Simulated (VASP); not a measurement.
# ZrB2: relaxation of cell and atoms with PBEsol

Crystal: ZrB2.

```
CELL_PARAMETERS angstrom
3.17000 0.00000 0.00000
-1.58500 2.74530 0.00000
0.00000 0.00000 3.53300
ATOMIC_POSITIONS crystal
Zr 0.00000 0.00000 0.00000
B 0.66667 0.33333 0.50000
B 0.33333 0.66667 0.50000
```

```json
{"Program": "VASP 6.6.1", "Task": "relaxation of cell and atoms", "Functional": "PBEsol", "Potentials or basis": "VASP PAW PBE potentials, release 64 (Zr_sv, B)", "Cutoff": "600 eV", "k mesh": "10 × 10 × 8", "Occupations": "fermi-dirac, width 0.05 eV", "Spin": "no spin polarisation", "Target pressure": "20 GPa", "Dipole correction": "no", "Further INCAR settings": "ALGO = Normal; EDIFF = 1e-07; IBRION = 2; EDIFFG = -0.01; NSW = 80; ISIF = 3"}
```

```json
{
 "Relaxed volume": "9.41 Å³/atom",
 "Relaxed cell": "a = 3.086 Å, b = 3.086 Å, c = 3.423 Å, α = 90.00°, β = 90.00°, γ = 120.00°",
 "Space group after relaxing (to 0.1 Å)": "P6/mmm (No. 191)",
 "Energy change on relaxing (the run minimises the enthalpy)": "+38.2 meV/atom",
 "Ionic steps": "9",
 "Pressure after relaxing": "20.0 GPa",
 "Band gap on the k mesh": "zero (bands 9 and 10 overlap by 0.85 eV)"
}
```

The path:
| step | energy change (eV) | largest force (eV/Å) | pressure (GPa) | volume (Å³) |
| --- | --- | --- | --- | --- |
| 1 | 0.0000 | 0.0000 | -3.76 | 30.75 |
| 2 | 1.2217 | 0.0000 | 80.50 | 24.47 |
| 3 | 0.1020 | 0.0000 | 18.82 | 28.34 |
| 4 | 0.1129 | 0.0000 | 19.85 | 28.25 |
| 5 | 0.1189 | 0.0000 | 20.41 | 28.20 |
| 6 | 0.1194 | 0.0000 | 20.44 | 28.19 |
| 7 | 0.1194 | 0.0000 | 20.44 | 28.19 |
| 8 | 0.1079 | 0.0000 | 19.38 | 28.29 |
| 9 | 0.1146 | 0.0000 | 20.01 | 28.23 |

Final structure:
```
Zr B
1.0
     3.08590    0.00000    0.00000
    -1.54295    2.67247    0.00000
     0.00000    0.00000    3.42329
Zr B
1 2
Cartesian
  0.0000 0.0000 0.0000
  1.5430 0.8908 1.7116
  0.0000 1.7816 1.7116
```

Levels at points of the mesh, in eV from the Fermi level:
| k point | band 7 | band 8 | band 9 | band 10 | band 11 | band 12 |
| --- | --- | --- | --- | --- | --- | --- |
| (0.00, 0.00, 0.00) | -2.70 | -2.68 | -2.09 | 3.92 | 3.92 | 4.81 |
| (0.50, 0.00, 0.00) | -4.05 | -3.00 | -2.84 | 2.57 | 2.67 | 5.61 |
| (0.00, 0.00, 0.50) | -0.86 | -0.86 | 0.42 | 0.42 | 0.95 | 0.95 |
| (0.50, 0.00, 0.50) | -4.81 | -4.31 | -1.63 | 4.38 | 4.66 | 6.06 |

Run time: 4.2 min on 1 thread of Intel Xeon 8259CL, with other jobs on the host, peak memory 0.19 GiB.

Caveat: the cell is relaxed towards a set pressure, so the run minimises the enthalpy, not the energy; the PAW data sets were made with another functional, which shifts forces and pressure a little.
